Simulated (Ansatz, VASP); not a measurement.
# Two plane-wave programs on Ca

Contents of INCAR:

```
SYSTEM = Ca
PREC = Accurate
ENCUT = 520
EDIFF = 1E-6
ISMEAR = 0
SIGMA = 0.1
LREAL = .FALSE.
LASPH = .TRUE.
NELM = 100
ALGO = Fast
ISIF = 2
LWAVE = .FALSE.
LCHARG = .FALSE.
GGA = PS
NBANDS = 17
```

Contents of KPOINTS:

```
regular mesh
0
G
  10 10 10
  0 0 0
```

Contents of POSCAR:

```
Ca
1.0
    4.5871717185      0.0000000000      0.0000000000
    0.0000000000      4.5871717185      0.0000000000
    0.0000000000      0.0000000000      4.5644546531
Ca
2
Direct
    0.0000000000      0.0000000000      0.5000000000
    0.5000000000      0.5000000000      0.0000000000
```

Input for Ansatz:

```yaml
crystal:
  lattice:
    - [4.5871717185, 0.0, 0.0]
    - [0.0, 4.5871717185, 0.0]
    - [0.0, 0.0, 4.5644546531]
  atoms:
    - { symbol: Ca, position: [0.0, 0.0, 0.5] }
    - { symbol: Ca, position: [0.5, 0.5, 0.0] }
basis:
  ecutwfc: 420
kpoints:
  mp_grid: { grid: [10, 10, 10] }
hamiltonian:
  xc: pbesol
scf:
  occupations: { method: gaussian, width: 0.1 }
output:
  forces: true
  stress: true
  eigenvalues: true
```

Change from the starting cell: equal strain along all axes, cell held, atoms relaxed: +6.0 %.

Alike in both runs: task single point; functional PBEsol; k mesh 10 × 10 × 10; occupations gaussian, width 0.1 eV; no spin polarisation.

|  | VASP | Ansatz |
| --- | --- | --- |
| version | VASP 6.6.1 | Ansatz 0.2.0 |
| potentials or method | VASP PAW PBE potentials, release 64 (Ca_sv), cutoff 520 eV | scalar-relativistic, plane waves, PAW |
| valence electrons in the cell | 20 | 20 |

```tsv
	VASP	Ansatz	Ansatz less VASP
gap on the k mesh at the Fermi level (eV)	none	none	-
pressure (GPa)	-2.3	-2.3	0.00
```

VASP's potentials were made for PBE, not for PBEsol. A gap of «none» marks a metal or a gap that the smearing closes. With one functional, cell and mesh, what is left measures potentials, basis and numerics.
